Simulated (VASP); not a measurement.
# Ta (Immm) in VASP: a series of runs

Ta is run at these levels: PBE; tasks: single point.

Everything below comes from runs of VASP 6.6.1. Logs are shortened: lines on timing, memory, paths and dates and some standing lists are left out, and cuts for length are marked.

## (1) The cell of the first run

It takes space group Immm (No. 71, orthorhombic). The conventional cell has a = 2.954 Å, b = 3.195 Å, c = 3.319 Å, α = 90.00°, β = 90.00°, γ = 90.00°. Ta (site symmetry mmm) has 14 Ta at 2.74 to 3.32 Å within 3.6 Å.

## (2) Single point, PBE (normal strain along x -0.1100, normal strain along z -0.0375)

INCAR reads:

```
SYSTEM = Ta
PREC     = Accurate       ! precision mode
ENCUT    = 520            ! plane-wave cutoff, eV
EDIFF    = 1E-6           ! SCF threshold, eV
ISMEAR   = 0              ! smearing method
SIGMA    = 0.15           ! smearing width, eV
LREAL    = .False.        ! projectors in reciprocal space
LASPH    = .True.         ! aspherical terms in the spheres
NELM     = 80             ! most SCF steps
ALGO     = Fast           ! electronic algorithm
ISIF     = 2              ! what is computed and relaxed
LWAVE    = .False.        ! write WAVECAR
LCHARG   = .True.         ! write CHGCAR
GGA      = PE             ! functional
LELF     = .True.         ! ELF
LVHAR    = .True.       
NBANDS   = 12             ! bands
```

KPOINTS reads:

```
regular mesh
0
Gamma
  18 18 18
  0 0 0
```

POSCAR reads:

```
Ta
1.0
   -1.4769403763      1.6594835689      1.5972529351
    1.4769403763     -1.6594835689      1.5972529351
    1.4769403763      1.6594835689     -1.5972529351
Ta
1
Direct
    0.0000000000      0.0000000000      0.0000000000
```

Potentials or basis: VASP PAW PBE potentials, release 64 (Ta_pv).

On the command line:

```
cat potpaw_PBE.64/Ta_pv/POTCAR > POTCAR
mpirun -np 1 vasp_std > vasp.out
```

OUTCAR:

```text
SYSTEM = Ta
   PREC = Accurate
   ENCUT = 520
   EDIFF = 1E-6
   ISMEAR = 0
   LREAL = .False.
   LASPH = .True.
   NELM = 80
   ISIF = 2
   GGA = PE

 ion  position               nearest neighbor table
   1  0.000  0.000  0.000-

  LATTYP: Found a body centered orthorhombic cell.
 ALAT       =     2.9538807526
 B/A-ratio  =     1.0814606742
 C/A-ratio  =     1.1235955056

  Lattice vectors:

 A1 = (  -1.4769403763,  -1.6594835689,   1.5972529351)
 A2 = (   1.4769403763,  -1.6594835689,  -1.5972529351)
 A3 = (   1.4769403763,   1.6594835689,   1.5972529351)

Analysis of symmetry for initial positions (statically):
=====================================================================
 Subroutine PRICEL returns:
 Original cell was already a primitive cell.

 Routine SETGRP: Setting up the symmetry group for a
 body centered orthorhombic supercell.

 Subroutine GETGRP returns: Found  8 space group operations
 (whereof  8 operations were pure point group operations)
 out of a pool of  8 trial point group operations.

The static configuration has the point symmetry D_2h.

Analysis of symmetry for dynamics (positions and initial velocities):
=====================================================================
 Subroutine PRICEL returns:
 Original cell was already a primitive cell.

 Routine SETGRP: Setting up the symmetry group for a
 body centered orthorhombic supercell.

 Subroutine GETGRP returns: Found  8 space group operations
 (whereof  8 operations were pure point group operations)
 out of a pool of  8 trial point group operations.

The dynamic configuration has the point symmetry D_2h.

 Subroutine INISYM returns: Found  8 space group operations
 (whereof  8 operations are pure point group operations),
 and found     1 'primitive' translations

----------------------------------------------------------------------------------------

                                     Primitive cell

  volume of cell :      15.6592

  direct lattice vectors                    reciprocal lattice vectors
    -1.476940376  1.659483569  1.597252935     0.000000000  0.301298554  0.313037459
     1.476940376 -1.659483569  1.597252935     0.338537701  0.000000000  0.313037459
     1.476940376  1.659483569 -1.597252935     0.338537701  0.301298554  0.000000000

  length of vectors
     2.736138799  2.736138799  2.736138799     0.434480459  0.461085920  0.453198184

  position of ions in fractional coordinates (direct lattice)
     0.000000000  0.000000000  0.000000000

  ion indices of the primitive-cell ions
   primitive index   ion index
                 1           1

[... 78 lines left out ...]
   ISYM   =      2    0-nonsym 1-usesym 2-fastsym
   POTIM  = 0.5000    time-step for ionic-motion
   TEBEG  =    0.0;   TEEND  =   0.0 temperature during run
   PSTRESS=    0.0 pullay stress
   NELECT =      11.0000    total number of electrons
   NUPDOWN=      -1.0000    fix difference up-down
   EMIN   =  10.00;   EMAX   =-10.00  energy-range for DOS
   EFERMI =   0.00;   METHOD = LEGACY
   ISMEAR =     0;   SIGMA  =   0.15  broadening in eV -4-tet -1-fermi 0-gaus
   EFERMI_NEDOS =   21; number of points for ismear=-14 and -15
   IALGO  =     68    algorithm
   IMIX   =      4    mixing-type and parameters
     AMIX     =   0.40;   BMIX     =  1.00
     AMIX_MAG =   1.60;   BMIX_MAG =  1.00
  volume/ion in A,a.u.               =      15.66       105.67
  Fermi-wavevector in a.u.,A,eV,Ry     =   1.455289  2.750097 28.815310  2.117866
  Thomas-Fermi vector in A             =   2.572341
   LORBIT       =      0    0 simple, 1 ext, 2 COOP (PROOUT), +10 PAW based schemes
   GGA     = PE    functional components
   LHFCALC =     F    Hartree Fock is set to
   AEXX    =    0.0000 exact exchange contribution
   IVDW    =     0    specifies the selected vdW correction
   LEPSILON=     F    determine dielectric tensor
   LRPA    =     F    only Hartree local field effects (RPA)
 non-spin polarized calculation
 RMM-DIIS sequential band-by-band and
 Gauss-broadening in eV      SIGMA  =   0.15
  energy-cutoff  :      520.00
  volume of cell :       15.66
 maximum number of plane-waves:       438
   NGX = 11   NGY = 11   NGZ = 11

 number of electron      11.0000001 magnetization

 Free energy of the ion-electron system (eV)
  ---------------------------------------------------
  ext. energy  EPLUGINS =         0.00000000
  ---------------------------------------------------
  free energy    TOTEN  =       -11.47003040 eV

  energy without entropy =      -11.45742058  energy(sigma->0) =      -11.46372549

 E-fermi :   6.7400     XC(G=0): -13.3482

 val. band max:        6.7379654851   @ k =  -0.2778   0.0556  -0.0000
 cond. band min:       6.7412828609   @ k =   0.1111   0.2778   0.1111
 fundamental gap:      0.0033173759
 Fermi energy:         6.7400289088

 k-point     1 :       0.0000    0.0000    0.0000
  band No.  band energies     occupation
      1     -25.8235      2.00000
      2     -25.8211      2.00000
      3     -25.7863      2.00000
      4      -1.7394      2.00000
      5       6.4978      1.97764
      6       7.7794      0.00000
      7       8.2801      0.00000
      8       9.9578      0.00000
      9      12.1883      0.00000
     10      21.4826      0.00000
     11      22.1831      0.00000
     12      23.8703      0.00000
[... 331 lines left out ...]
 k-point    24 :      -0.2778    0.0556   -0.0000
  band No.  band energies     occupation
      1     -26.8009      2.00000
      2     -26.0429      2.00000
      3     -25.8132      2.00000
      4       0.7801      2.00000
      5       6.1143      2.00000
      6       6.7380      1.01552
      7       9.3035      0.00000
      8      11.0686      0.00000
      9      11.7059      0.00000
     10      21.8540      0.00000
     11      22.3728      0.00000
     12      24.5435      0.00000

 [... further k-points ...]
[... 5 lines left out ...]
  --------------------------------------------------------------------------------------
  -------------------------------------------------------------------------------------
  Total        4.9699373      3.3387155      3.9858350      0.0000000      0.0000000      0.0000000
  in kB      508.5010836    341.6019898    407.8122789      0.0000000      0.0000000      0.0000000
  external PRESSURE =     419.3051175 kB  Pullay stress =       0.0000000 kB

 VOLUME and BASIS-vectors are now :
 -----------------------------------------------------------------------------
  energy-cutoff  :      520.00
  volume of cell :       15.66
      direct lattice vectors                 reciprocal lattice vectors
    -1.476940376  1.659483569  1.597252935     0.000000000  0.301298554  0.313037459
     1.476940376 -1.659483569  1.597252935     0.338537701  0.000000000  0.313037459
     1.476940376  1.659483569 -1.597252935     0.338537701  0.301298554  0.000000000

 POSITION                                       TOTAL-FORCE (eV/Angst)
 -----------------------------------------------------------------------------------
      0.00000      0.00000      0.00000         0.000000      0.000000      0.000000
 -----------------------------------------------------------------------------------
    total drift:                                0.000000     -0.000000      0.000000

  FREE ENERGIE OF THE ION-ELECTRON SYSTEM (eV)
  ---------------------------------------------------
  free  energy   TOTEN  =       -11.4700303967 eV

  energy  without entropy=      -11.4574205788  energy(sigma->0) =      -11.46372549
```

OSZICAR:

```text
N       E                     dE             d eps       ncg     rms          rms(c)
DAV:   1     0.614393399138E+02    0.61439E+02   -0.61508E+03 20872   0.898E+02
DAV:   2    -0.108615207133E+02   -0.72301E+02   -0.70389E+02 23132   0.250E+02
DAV:   3    -0.118328361562E+02   -0.97132E+00   -0.96539E+00 24732   0.272E+01
DAV:   4    -0.118348789440E+02   -0.20428E-02   -0.20427E-02 22476   0.139E+00
DAV:   5    -0.118348840748E+02   -0.51309E-05   -0.51308E-05 24272   0.663E-02    0.173E+01
RMM:   6    -0.115641383908E+02    0.27075E+00   -0.16765E-01 21966   0.354E+00    0.901E+00
RMM:   7    -0.114705616118E+02    0.93577E-01   -0.20066E-01 23591   0.382E+00    0.375E-01
RMM:   8    -0.114699860395E+02    0.57557E-03   -0.82137E-03 25596   0.925E-01    0.251E-01
RMM:   9    -0.114700510117E+02   -0.64972E-04   -0.74875E-04 26392   0.298E-01    0.435E-02
RMM:  10    -0.114700360946E+02    0.14917E-04   -0.87279E-05 26492   0.102E-01    0.895E-03
RMM:  11    -0.114700304221E+02    0.56725E-05   -0.14851E-05 25162   0.423E-02    0.510E-03
RMM:  12    -0.114700303967E+02    0.25342E-07   -0.23023E-06 21576   0.160E-02
   1 F= -.11470030E+02 E0= -.11463725E+02  d E =-.126098E-01
```

Run time: 84 s. Hardware: 1 thread of Intel Xeon 6975P-C, shared host; peak memory 0.26 GiB.

Results:

```
Free energy : -11.4700 eV
Pressure    : 41.9 GPa
```

Stress tensor (GPa, compression positive):
```
50.85  0.00  0.00
 0.00 34.16  0.00
 0.00  0.00 40.78
```

Levels at points of the mesh, in eV from the Fermi level:
| k point | band 2 | band 3 | band 4 | band 5 | band 6 | band 7 | band 8 | band 9 |
| --- | --- | --- | --- | --- | --- | --- | --- | --- |
| (0.00, 0.00, 0.00) | -32.56 | -32.53 | -8.48 | -0.24 | 1.04 | 1.54 | 3.22 | 5.45 |
| (0.50, 0.00, 0.00) | -33.00 | -32.51 | -5.09 | -0.95 | 1.77 | 3.01 | 5.08 | 8.95 |
| (0.00, 0.50, 0.00) | -33.19 | -32.68 | -5.12 | -2.76 | 2.80 | 4.94 | 6.81 | 9.26 |
| (0.50, 0.50, 0.00) | -33.13 | -32.64 | -5.10 | -2.23 | 2.49 | 3.93 | 6.71 | 9.03 |
| (0.50, 0.50, 0.50) | -33.83 | -33.54 | -4.95 | -4.60 | 7.79 | 7.97 | 8.36 | 8.68 |

Caveat: the cell differs from its parent crystal (normal strain along x -0.1100, normal strain along z -0.0375); spin-orbit coupling is left out, which moves the levels of the heavy elements.

(Continued in part 2 of 2.)
